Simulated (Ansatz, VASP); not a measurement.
**Two plane-wave programs on Zr**

File INCAR:

```
  PREC = Accurate
  ENCUT = 500
  EDIFF = 1E-6
  ISMEAR = 0
  SIGMA = 0.1
  LREAL = F
  LASPH = T
  NELM = 120
  ALGO = Normal
  ISIF = 2
  LWAVE = F
  LCHARG = F
  GGA = RE
  IVDW = 12
  NBANDS = 19
  GGA_COMPAT = F
```

Contents of KPOINTS:

```
regular mesh
0
Gamma
  6 6 4
```

The input POSCAR:

```
Zr
1.0
    3.1900000000      0.0000000000      0.0000000000
   -1.5950000000      2.7626210000      0.0000000000
    0.0000000000      0.0000000000      5.1100000000
Zr
2
Direct
    0.3333333000      0.6666667000      0.2500000000
    0.6666667000      0.3333333000      0.7500000000
```

Input for Ansatz:

```yaml
crystal:
  lattice:
    - [3.19, 0.0, 0.0]
    - [-1.595, 2.762621, 0.0]
    - [0.0, 0.0, 5.11]
  atoms:
    - { symbol: Zr, position: [0.3333333, 0.6666667, 0.25] }
    - { symbol: Zr, position: [0.6666667, 0.3333333, 0.75] }
basis:
  ecutwfc: 420
kpoints:
  mp_grid: { grid: [6, 6, 4] }
hamiltonian:
  xc: revpbe
  dispersion: d3bj
  pseudopotentials: { kind: paw, azcp: { folder: soft_1 } }
scf:
  occupations: { method: gaussian, width: 0.1 }
output:
  forces: true
  stress: true
  eigenvalues: true
```

Alike in both runs: task single point; functional revPBE; dispersion D3(BJ); k mesh 6 × 6 × 4; occupations gaussian, width 0.1 eV; no spin polarisation.

```csv
,VASP,Ansatz
version,VASP 6.6.1,Ansatz 0.2.0
potentials or method,"VASP PAW PBE potentials, release 64 (Zr_sv), cutoff 500 eV","scalar-relativistic, plane waves, PAW"
valence electrons in the cell,24,24
```

|  | VASP | Ansatz | Ansatz less VASP |
| --- | --- | --- | --- |
| gap on the k mesh at the Fermi level (eV) | none | none | - |
| pressure (GPa) | -2.1 | -2.0 | +0.01 |
| traceless stress, the component that is largest in VASP (GPa) | 0.29 | 0.29 | +0.001 |

VASP's potentials were made for PBE, not for revPBE. A gap of «none» marks a metal or a gap that the smearing closes.

The k mesh is coarse, so the values compare programs but aren't converged.
